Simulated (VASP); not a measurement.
Runs of VASP 6.6.1 on Nb2B. The structure is that of space group R-3m (No. 166), or close to it. The cells are those of the table. 

| task | spin | cell | k mesh | cutoff (eV) | gap on the mesh (eV) | pressure (GPa) | largest force (eV/Å) |
| --- | --- | --- | --- | --- | --- | --- | --- |
| single point | off | a = 5.193 Å, angles 36.8°, 3 atoms | 18 × 18 × 18 | 520 | none | -0.2 | 0.02 |
| single point | collinear, ferromagnetic start | a = 5.214 Å, angles 36.7°, 3 atoms | 6 × 6 × 6 | 520 | none | -0.3 | (a) |
| relaxation of cell and atoms | off | relaxed from a = 5.403 Å, angles 32.9°, 3 atoms | 6 × 6 × 6 | 600 | none | 0.0 | - |
| single point | off | a = 5.403 Å, angles 32.9°, 3 atoms | 6 × 6 × 6 | 520 | none | 37.1 | 4.52 |
| single point | off | a = 5.214 Å, angles 36.7°, 3 atoms | 6 × 6 × 6 | 520 | none | -0.3 | 0.02 |

Alike in all rows: level PBE; potentials or basis VASP PAW PBE potentials, release 64 (Nb_sv, B); smearing gaussian 0.1 eV.

Fill in the values left out.

(a) 0.01.

Caveats: some runs use coarse meshes; forces of over 1 eV/Å act on the atoms, so gaps and moduli don't describe the material at rest (some runs).

A k mesh can miss the band edges, and the runs leave out spin-orbit coupling on Nb.

A gap of «none» marks levels without a gap at the run's occupations.
